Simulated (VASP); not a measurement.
# SnS2 (P-3m1) in VASP: further runs

SnS2 is run at these levels: HSE06; tasks: single point.

Everything below comes from runs of VASP 6.6.1. Logs are shortened: lines on timing, memory, paths and dates and some standing lists are left out, and cuts for length are marked.

## Step 1: The cell of the first run

Symmetry: P-3m1, No. 164, trigonal system. Conventional cell: a = 3.624 Å, b = 3.624 Å, c = 6.012 Å, α = 90.00°, β = 90.00°, γ = 120.00°. Within 3.4 Å of Sn (site symmetry -3m) lie 6 S at 2.56 Å. Within 3.4 Å of S (site symmetry 3m) lie 3 Sn at 2.56 Å.

## Step 2: Single point, HSE06 (epitaxial xy strain -1.0%)

Input file POSCAR:

```
SnS2
1.0
    3.6241472585      0.0000000000      0.0000000000
   -1.8120736292      3.1386035929      0.0000000000
    0.0000000000      0.0000000000      6.0119226749
Sn S
1 2
Direct
    0.0000000000      0.0000000000      0.0000000000
    0.3333333333      0.6666666667      0.2457308166
    0.6666666667      0.3333333333      0.7542691834
```

Input file INCAR.step1:

```
SYSTEM = SnS2
PREC = Accurate ; ENCUT = 400
EDIFF = 1E-5 ; ISMEAR = 0
SIGMA = 0.01 ; LREAL = .FALSE.
LASPH = .TRUE. ; NELM = 120
ALGO = Normal ; ISIF = 2
LWAVE = .TRUE. ; LCHARG = .FALSE.
NBANDS = 20 ; GGA = PE
GGA_COMPAT = .FALSE. ; KPAR = 4
```

Input file INCAR.step2:

```
SYSTEM = SnS2
PREC = Accurate ; ENCUT = 400
EDIFF = 1E-6 ; ISMEAR = 0
SIGMA = 0.01 ; LREAL = .FALSE.
LASPH = .TRUE. ; NELM = 120
ALGO = Normal ; ISIF = 2
LWAVE = .FALSE. ; LCHARG = .FALSE.
GGA = PE ; LHFCALC = .TRUE.
HFSCREEN = 0.2079 ; PRECFOCK = Normal
NBANDS = 20 ; ISTART = 1
GGA_COMPAT = .FALSE. ; KPAR = 4
```

Input file KPOINTS:

```
Automatic mesh
0
G
  6 6 4
  0 0 0
```

Potentials or basis: VASP PAW PBE potentials, release 64 (Sn_d, S).

The run is started by

```console
> cat potpaw_PBE.64/Sn_d/POTCAR potpaw_PBE.64/S/POTCAR > POTCAR
> cp INCAR.step1 INCAR
> mpirun -np 4 vasp_std > vasp.out
> cp INCAR.step2 INCAR
> mpirun -np 4 vasp_std > vasp.out
```

OUTCAR:

```text
SYSTEM = SnS2
   PREC = Accurate
   ENCUT = 400
   EDIFF = 1E-6
   ISMEAR = 0
   LREAL = .FALSE.
   LASPH = .TRUE.
   NELM = 120
   ISIF = 2
   GGA = PE
   LHFCALC = .TRUE.
   HFSCREEN = 0.2079
   PRECFOCK = Normal
   ISTART = 1

 ion  position               nearest neighbor table
   1  0.000  0.000  0.000-   2 2.56   3 2.56   2 2.56   3 2.56   3 2.56   2 2.56
   2  0.333  0.667  0.246-   1 2.56   1 2.56   1 2.56
   3  0.667  0.333  0.754-   1 2.56   1 2.56   1 2.56

  LATTYP: Found a hexagonal cell.
 ALAT       =     3.6241472585
 C/A-ratio  =     1.6588516542

  Lattice vectors:

 A1 = (   3.6241472585,   0.0000000000,   0.0000000000)
 A2 = (  -1.8120736292,   3.1386035929,   0.0000000000)
 A3 = (   0.0000000000,   0.0000000000,   6.0119226749)

Analysis of symmetry for initial positions (statically):
=====================================================================
 Subroutine PRICEL returns:
 Original cell was already a primitive cell.

 Routine SETGRP: Setting up the symmetry group for a
 hexagonal supercell.

 Subroutine GETGRP returns: Found 12 space group operations
 (whereof 12 operations were pure point group operations)
 out of a pool of 24 trial point group operations.

The static configuration has the point symmetry D_3d.

Analysis of symmetry for dynamics (positions and initial velocities):
=====================================================================
 Subroutine PRICEL returns:
 Original cell was already a primitive cell.

 Routine SETGRP: Setting up the symmetry group for a
 hexagonal supercell.

 Subroutine GETGRP returns: Found 12 space group operations
 (whereof 12 operations were pure point group operations)
 out of a pool of 24 trial point group operations.

The dynamic configuration has the point symmetry D_3d.

 Subroutine INISYM returns: Found 12 space group operations
 (whereof 12 operations are pure point group operations),
 and found     1 'primitive' translations

----------------------------------------------------------------------------------------

                                     Primitive cell

  volume of cell :      68.3842

[... 88 lines left out ...]
   NELM   =    120;   NELMIN=  2; NELMDL=  0     # of ELM steps
   EDIFF  = 0.1E-05   stopping-criterion for ELM
   LREAL  =      F    real-space projection
   EDIFFG = 0.1E-04   stopping-criterion for IOM
   NSW    =      0    number of steps for IOM
   IBRION =     -1    ionic relax: 0-MD 1-quasi-New 2-CG
   NFREE  =      0    steps in history (QN), initial steepest desc. (CG)
   ISIF   =      2    stress and relaxation
   ISYM   =      3    0-nonsym 1-usesym 2-fastsym
   POTIM  = 0.5000    time-step for ionic-motion
   TEBEG  =    0.0;   TEEND  =   0.0 temperature during run
   PSTRESS=    0.0 pullay stress
   NELECT =      26.0000    total number of electrons
   NUPDOWN=      -1.0000    fix difference up-down
   EMIN   =  10.00;   EMAX   =-10.00  energy-range for DOS
   EFERMI =   0.00;   METHOD = LEGACY
   ISMEAR =     0;   SIGMA  =   0.01  broadening in eV -4-tet -1-fermi 0-gaus
   EFERMI_NEDOS =   21; number of points for ismear=-14 and -15
   IALGO  =     38    algorithm
   IMIX   =      1    mixing-type and parameters
     AMIX     =   0.40;   BMIX     =  1.00
     AMIX_MAG =   1.60;   BMIX_MAG =  1.00
  volume/ion in A,a.u.               =      22.79       153.83
  Fermi-wavevector in a.u.,A,eV,Ry     =   1.185989  2.241195 19.137550  1.406570
  Thomas-Fermi vector in A             =   2.322171
   LORBIT       =      0    0 simple, 1 ext, 2 COOP (PROOUT), +10 PAW based schemes
   GGA     = PE    functional components
   LHFCALC =     T    Hartree Fock is set to
   PRECFOCK=normal    Normal, Fast or Accurate (Low or Medium for compatibility)
   ENCUT4O =  -1.0   cutoff for four orbital integrals eV
   NKREDX  =     1    reduce k-point grid by
   NKREDY  =     1    reduce k-point grid by
   NKREDZ  =     1    reduce k-point grid by
   AEXX    =    0.2500 exact exchange contribution
   HFSCREEN=    0.2079 screening length (either q_TF or 0.3 A-1)
   HFSCREENC=   0.2079 screening length for correlation (either q_TF or 0.3 A-1)
   ENCUTFOCK=  -1.0 apply spherical cutoff to Coloumb kernel
   IVDW    =     0    specifies the selected vdW correction
   LEPSILON=     F    determine dielectric tensor
   LRPA    =     F    only Hartree local field effects (RPA)
 non-spin polarized calculation
 Gauss-broadening in eV      SIGMA  =   0.01
  energy-cutoff  :      400.00
  volume of cell :       68.38
 maximum number of plane-waves:      1278
  NGX = 18; NGY = 18; NGZ = 30

 number of electron      25.9999996 magnetization

 Free energy of the ion-electron system (eV)
  ---------------------------------------------------
  ext. energy  EPLUGINS =         0.00000000
  ---------------------------------------------------
  free energy    TOTEN  =       -16.18374110 eV

  energy without entropy =      -16.18374110  energy(sigma->0) =      -16.18374110

 E-fermi :   3.9820     XC(G=0):  -7.9356

 val. band max:        3.9141861286   @ k =   0.1667   0.0000   0.2500
 cond. band min:       6.3103873191   @ k =   0.5000   0.0000   0.5000
 fundamental gap:      2.3962011905
 Fermi energy:         3.9819903026

 k-point     1 :       0.0000    0.0000    0.0000
  band No.  band energies     occupation
      1     -18.9024      2.00000
      2     -18.9024      2.00000
      3     -18.8336      2.00000
      4     -18.8086      2.00000
      5     -18.8086      2.00000
      6     -11.2349      2.00000
[... 541 lines left out ...]
     19      14.7687      0.00000
     20      14.8768      0.00000

------------------------ aborting loop because EDIFF is reached ----------------------------------------

  FORCE on cell =-STRESS in cart. coord.  units (eV):
  Direction    XX          YY          ZZ          XY          YZ          ZX
  --------------------------------------------------------------------------------------
  -------------------------------------------------------------------------------------
  Total        0.5894948      0.5894948     -0.1217038      0.0000000     -0.0000000     -0.0000000
  in kB       13.8113100     13.8113100     -2.8514050      0.0000000     -0.0000000     -0.0000000
  external PRESSURE =       8.2570717 kB  Pullay stress =       0.0000000 kB

 VOLUME and BASIS-vectors are now :
 -----------------------------------------------------------------------------
  energy-cutoff  :      400.00
  volume of cell :       68.38
      direct lattice vectors                 reciprocal lattice vectors
     3.624147258  0.000000000  0.000000000     0.275926978  0.159306515  0.000000000
    -1.812073629  3.138603593  0.000000000     0.000000000  0.318613030  0.000000000
     0.000000000  0.000000000  6.011922675     0.000000000  0.000000000  0.166336138

 POSITION                                       TOTAL-FORCE (eV/Angst)
 -----------------------------------------------------------------------------------
      0.00000      0.00000      0.00000        -0.000000      0.000000      0.000000
     -0.00000      2.09240      1.47731         0.000000      0.000000     -0.275829
      1.81207      1.04620      4.53461        -0.000000      0.000000      0.275829
 -----------------------------------------------------------------------------------
    total drift:                               -0.000000      0.000001     -0.000002

  FREE ENERGIE OF THE ION-ELECTRON SYSTEM (eV)
  ---------------------------------------------------
  free  energy   TOTEN  =       -16.1837410962 eV

  energy  without entropy=      -16.1837410962  energy(sigma->0) =      -16.18374110
```

Wall time 14 min (4 MPI ranks of Intel Xeon Platinum 8375C at 2.90GHz (Ice Lake), shared host); peak memory 0.27 GiB.

What came out:

```
Free energy            : -16.1837 eV
Pressure               : 0.8 GPa
Largest force          : 0.276 eV/Å
Band gap on the k mesh : 2.40 eV (least direct gap 2.77 eV)
```

Forces on the atoms (eV/Å):
```
Sn   0.000  0.000  0.000
S    0.000  0.000 -0.276
S    0.000  0.000  0.276
```

Stress tensor (GPa, compression positive):
```
 1.38  0.00  0.00
 0.00  1.38  0.00
 0.00  0.00 -0.29
```

Levels at points of the mesh, in eV from the valence-band top:
```
           k point  band 11  band 12  band 13  band 14  band 15  band 16
(0.00, 0.00, 0.00)    -0.21    -0.21    -0.14     3.11     4.78     6.68
(0.50, 0.00, 0.00)    -2.63    -0.99    -0.23     2.61     5.59     7.01
(0.00, 0.00, 0.50)    -0.64    -0.09    -0.09     4.25     4.85     6.45
(0.50, 0.00, 0.50)    -2.03    -0.74    -0.53     2.40     5.77     6.66
```

Caveat: the cell differs from its parent crystal (epitaxial xy strain -1.0%); the PAW data sets were made with another functional, which shifts forces and pressure a little; spin-orbit coupling is left out, which moves the levels of the heavy elements; this functional lacks dispersion, which binds the layers, so the pressure and a relaxed spacing across them are unreliable.

## Step 3: Single point, HSE06 (epitaxial xy strain +1.0%)

Input file POSCAR:

```
SnS2
1.0
    3.6973623546      0.0000000000      0.0000000000
   -1.8486811773      3.2020097261      0.0000000000
    0.0000000000      0.0000000000      5.9154757573
Sn S
1 2
Direct
    0.0000000000      0.0000000000      0.0000000000
    0.3333333333      0.6666666667      0.2454187304
    0.6666666667      0.3333333333      0.7545812696
```

Input file INCAR.step1:

```
SYSTEM = SnS2
PREC = Accurate
ENCUT = 400
EDIFF = 1E-5
ISMEAR = 0
SIGMA = 0.01
LREAL = .FALSE.
LASPH = .TRUE.
NELM = 120
ALGO = Normal
ISIF = 2
LWAVE = .TRUE.
LCHARG = .FALSE.
GGA = PE
NBANDS = 20
GGA_COMPAT = .FALSE.
KPAR = 4
```

Input file INCAR.step2:

```
SYSTEM = SnS2
PREC = Accurate
ENCUT = 400
EDIFF = 1E-6
ISMEAR = 0
SIGMA = 0.01
LREAL = .FALSE.
LASPH = .TRUE.
NELM = 120
ALGO = Normal
ISIF = 2
LWAVE = .FALSE.
LCHARG = .FALSE.
GGA = PE
LHFCALC = .TRUE.
HFSCREEN = 0.2079
PRECFOCK = Normal
ISTART = 1
NBANDS = 20
GGA_COMPAT = .FALSE.
KPAR = 4
```

KPOINTS is that of step 2.

Potentials or basis: VASP PAW PBE potentials, release 64 (Sn_d, S).

The run is started by

```console
> cat potpaw_PBE.64/Sn_d/POTCAR potpaw_PBE.64/S/POTCAR > POTCAR
> cp INCAR.step1 INCAR
> mpirun -np 4 vasp_std > vasp.out
> cp INCAR.step2 INCAR
> mpirun -np 4 vasp_std > vasp.out
```

Wall time 14 min (4 MPI ranks of Intel Xeon Platinum 8375C at 2.90GHz (Ice Lake), shared host); peak memory 0.27 GiB.

The run converged. Its results:

| Property | Result |
| --- | --- |
| Free energy | -16.1823 eV |
| Pressure | -1.3 GPa |
| Largest force | 0.277 eV/Å |
| Band gap on the k mesh | 2.27 eV (least direct gap 2.67 eV) |

Forces on the atoms (eV/Å):
```
Sn   0.000  0.000  0.000
S    0.000  0.000 -0.277
S    0.000  0.000  0.277
```

Stress tensor (GPa, compression positive):
```
-1.87  0.00  0.00
 0.00 -1.87  0.00
 0.00  0.00 -0.25
```

Levels at points of the mesh, in eV from the valence-band top:
| k point | band 10 | band 11 | band 12 | band 13 | band 14 | band 15 | band 16 | band 17 |
| --- | --- | --- | --- | --- | --- | --- | --- | --- |
| (0.00, 0.00, 0.00) | -0.77 | -0.44 | -0.44 | 0.00 | 2.67 | 4.44 | 6.38 | 6.38 |
| (0.50, 0.00, 0.00) | -2.84 | -2.79 | -0.97 | -0.32 | 2.44 | 5.45 | 7.03 | 7.29 |
| (0.00, 0.00, 0.50) | -0.85 | -0.85 | -0.31 | -0.31 | 3.79 | 4.51 | 6.12 | 6.12 |
| (0.50, 0.00, 0.50) | -2.63 | -1.92 | -0.76 | -0.65 | 2.32 | 5.70 | 6.75 | 7.48 |

Caveat: the cell differs from its parent crystal (epitaxial xy strain +1.0%); the PAW data sets were made with another functional, which shifts forces and pressure a little; spin-orbit coupling is left out, which moves the levels of the heavy elements; this functional lacks dispersion, which binds the layers, so the pressure and a relaxed spacing across them are unreliable.

## Step 4: Single point, HSE06 (epitaxial xy strain +2.0%)

Input file POSCAR:

```
SnS2
1.0
    3.7339699027      0.0000000000      0.0000000000
   -1.8669849513      3.2337127927      0.0000000000
    0.0000000000      0.0000000000      5.8589330642
Sn S
1 2
Direct
    0.0000000000      0.0000000000      0.0000000000
    0.3333333333      0.6666666667      0.2455905360
    0.6666666667      0.3333333333      0.7544094640
```

Input file INCAR.step1:

```
PREC = Accurate
ENCUT = 400
EDIFF = 1E-5
ISMEAR = 0
SIGMA = 0.01
LREAL = F
LASPH = T
NELM = 120
ALGO = Normal
ISIF = 2
LWAVE = T
LCHARG = F
NBANDS = 20
GGA = PE
GGA_COMPAT = F
KPAR = 4
```

Input file INCAR.step2:

```
PREC = Accurate
ENCUT = 400
EDIFF = 1E-6
ISMEAR = 0
SIGMA = 0.01
LREAL = F
LASPH = T
NELM = 120
ALGO = Normal
ISIF = 2
LWAVE = F
LCHARG = F
GGA = PE
LHFCALC = T
HFSCREEN = 0.2079
PRECFOCK = Normal
NBANDS = 20
ISTART = 1
GGA_COMPAT = F
KPAR = 4
```

Input file KPOINTS:

```
Automatic mesh
0
Gamma
  6 6 4
```

Potentials or basis: VASP PAW PBE potentials, release 64 (Sn_d, S).

The run is started by

```console
> cat potpaw_PBE.64/Sn_d/POTCAR potpaw_PBE.64/S/POTCAR > POTCAR
> cp INCAR.step1 INCAR
> mpirun -np 4 vasp_std > vasp.out
> cp INCAR.step2 INCAR
> mpirun -np 4 vasp_std > vasp.out
```

OUTCAR:

```text
PREC = Accurate
   ENCUT = 400
   EDIFF = 1E-6
   ISMEAR = 0
   LREAL = F
   LASPH = T
   NELM = 120
   ISIF = 2
   GGA = PE
   LHFCALC = T
   HFSCREEN = 0.2079
   PRECFOCK = Normal
   ISTART = 1

 ion  position               nearest neighbor table
   1  0.000  0.000  0.000-   2 2.59   3 2.59   2 2.59   3 2.59   3 2.59   2 2.59
   2  0.333  0.667  0.246-   1 2.59   1 2.59   1 2.59
[... 755 lines left out ...]

  FORCE on cell =-STRESS in cart. coord.  units (eV):
  Direction    XX          YY          ZZ          XY          YZ          ZX
  --------------------------------------------------------------------------------------
  -------------------------------------------------------------------------------------
  Total       -1.4586759     -1.4586759     -0.0958047     -0.0000000      0.0000000     -0.0000000
  in kB      -33.0353248    -33.0353248     -2.1697336     -0.0000000      0.0000000     -0.0000000
  external PRESSURE =     -22.7467944 kB  Pullay stress =       0.0000000 kB

 VOLUME and BASIS-vectors are now :
 -----------------------------------------------------------------------------
  energy-cutoff  :      400.00
  volume of cell :       70.74
      direct lattice vectors                 reciprocal lattice vectors
     3.733969903  0.000000000  0.000000000     0.267811478  0.154621029  0.000000000
    -1.866984951  3.233712793  0.000000000     0.000000000  0.309242058  0.000000000
     0.000000000  0.000000000  5.858933064     0.000000000  0.000000000  0.170679540

 POSITION                                       TOTAL-FORCE (eV/Angst)
 -----------------------------------------------------------------------------------
      0.00000      0.00000      0.00000         0.000000      0.000000      0.000000
     -0.00000      2.15581      1.43890         0.000000     -0.000000     -0.279344
      1.86698      1.07790      4.42003        -0.000000      0.000000      0.279344
 -----------------------------------------------------------------------------------
    total drift:                               -0.000000      0.000000      0.000000

  FREE ENERGIE OF THE ION-ELECTRON SYSTEM (eV)
  ---------------------------------------------------
  free  energy   TOTEN  =       -16.1605218859 eV

  energy  without entropy=      -16.1605218859  energy(sigma->0) =      -16.16052189
```

OUTCAR.step1:

```text
PREC = Accurate
   ENCUT = 400
   EDIFF = 1E-5
   ISMEAR = 0
   LREAL = F
[... 775 lines left out ...]
      0.00000      0.00000      0.00000        -0.000000      0.000000     -0.000000
     -0.00000      2.15581      1.43890         0.000000     -0.000000      0.189179
      1.86698      1.07790      4.42003        -0.000000      0.000000     -0.189179
 -----------------------------------------------------------------------------------
    total drift:                               -0.000000     -0.000000     -0.000000

  FREE ENERGIE OF THE ION-ELECTRON SYSTEM (eV)
  ---------------------------------------------------
  free  energy   TOTEN  =       -13.1685334390 eV

  energy  without entropy=      -13.1685334390  energy(sigma->0) =      -13.16853344
```

It took 12 min on 4 MPI ranks of AMD EPYC 7R13 (Zen 3), shared host; peak memory 0.25 GiB.

What came out:

```yaml
Free_energy: -16.1605 eV
Pressure: -2.3 GPa
Largest_force: 0.279 eV/Å
Band_gap_on_the_k_mesh: 2.13 eV (least direct gap 2.38 eV)
```

Forces on the atoms (eV/Å):
```
Sn   0.000  0.000  0.000
S    0.000  0.000 -0.279
S    0.000  0.000  0.279
```

Caveat: the cell differs from its parent crystal (epitaxial xy strain +2.0%); the PAW data sets were made with another functional, which shifts forces and pressure a little; spin-orbit coupling is left out, which moves the levels of the heavy elements; this functional lacks dispersion, which binds the layers, so the pressure and a relaxed spacing across them are unreliable.

## Step 5: The runs side by side

```csv
cell,gap on the mesh (eV),pressure (GPa),largest force (eV/Å)
"a = 3.624, b = 3.624, c = 6.012 Å, angles 90.0, 90.0, 120.0°, 3 atoms",2.40,0.8,0.28
"a = 3.697, b = 3.697, c = 5.915 Å, angles 90.0, 90.0, 120.0°, 3 atoms",2.27,-1.3,0.28
"a = 3.734, b = 3.734, c = 5.859 Å, angles 90.0, 90.0, 120.0°, 3 atoms",2.13,-2.3,0.28
```

Alike in all rows: task single point; level HSE06; potentials or basis VASP PAW PBE potentials, release 64 (Sn_d, S); no spin polarisation; k mesh 6 × 6 × 4; cutoff (eV) 400; smearing gaussian 0.01 eV.

Caveats: the PAW data sets were made with another functional, which shifts forces and pressure a little; spin-orbit coupling is left out, which moves the levels of the heavy elements; this functional lacks dispersion, which binds the layers, so the pressure and a relaxed spacing across them are unreliable.

Total energies depend on the potentials used, so only differences within one code and one set of settings carry meaning.
